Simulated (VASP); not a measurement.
Hf3TiN4: single point with PBE

Crystal: Hf3TiN4.

```
Hf Ti N
1.0
     4.49046    0.00000    0.00000
     0.00000    4.49046    0.00000
     0.00000    0.00000    4.49046
Hf Ti N
3 1 4
Direct
  0.50000 0.00000 0.00000
  0.00000 0.00000 0.50000
  0.00000 0.50000 0.00000
  0.50000 0.50000 0.50000
  0.00000 0.50000 0.50000
  0.50000 0.50000 0.00000
  0.00000 0.00000 0.00000
  0.50000 0.00000 0.50000
```

```json
{"Program": "VASP 6.6.1", "Task": "single point", "Functional": "PBE", "Potentials or basis": "VASP PAW PBE potentials, release 64 (Hf_pv, Ti_sv, N)", "Cutoff": "520 eV", "k mesh": "8 × 8 × 8", "Occupations": "gaussian, width 0.1 eV", "Spin": "no spin polarisation"}
```

| Quantity | Value |
| --- | --- |
| Pressure | -1.8 GPa |
| Band gap on the k mesh | zero (bands 31 and 32 overlap by 4.02 eV) |

Levels at points of the mesh, in eV from the Fermi level:
| k point | band 27 | band 28 | band 29 | band 30 | band 31 | band 32 | band 33 | band 34 | band 35 | band 36 |
| --- | --- | --- | --- | --- | --- | --- | --- | --- | --- | --- |
| (0.00, 0.00, 0.00) | -3.27 | -3.27 | -3.27 | -2.67 | -2.67 | -2.67 | -0.37 | -0.37 | -0.37 | 1.01 |
| (0.50, 0.00, 0.00) | -3.56 | -3.54 | -3.54 | -2.28 | -2.01 | 0.60 | 0.60 | 1.19 | 1.50 | 1.50 |
| (0.50, 0.50, 0.00) | -4.93 | -4.82 | -4.82 | 0.75 | 0.75 | 1.34 | 1.75 | 2.02 | 2.17 | 2.17 |
| (0.50, 0.50, 0.50) | -5.93 | -5.25 | -5.25 | 1.35 | 1.35 | 1.35 | 3.65 | 3.65 | 3.65 | 3.66 |

It took 2.7 min on 1 thread of Intel(R) Xeon(R) Platinum 8124M CPU @ 3.00GHz (Skylake/Cascade Lake), with other jobs on the host, peak memory 0.28 GiB.

Caveat: spin-orbit coupling is left out, which moves the levels of the heavy elements.
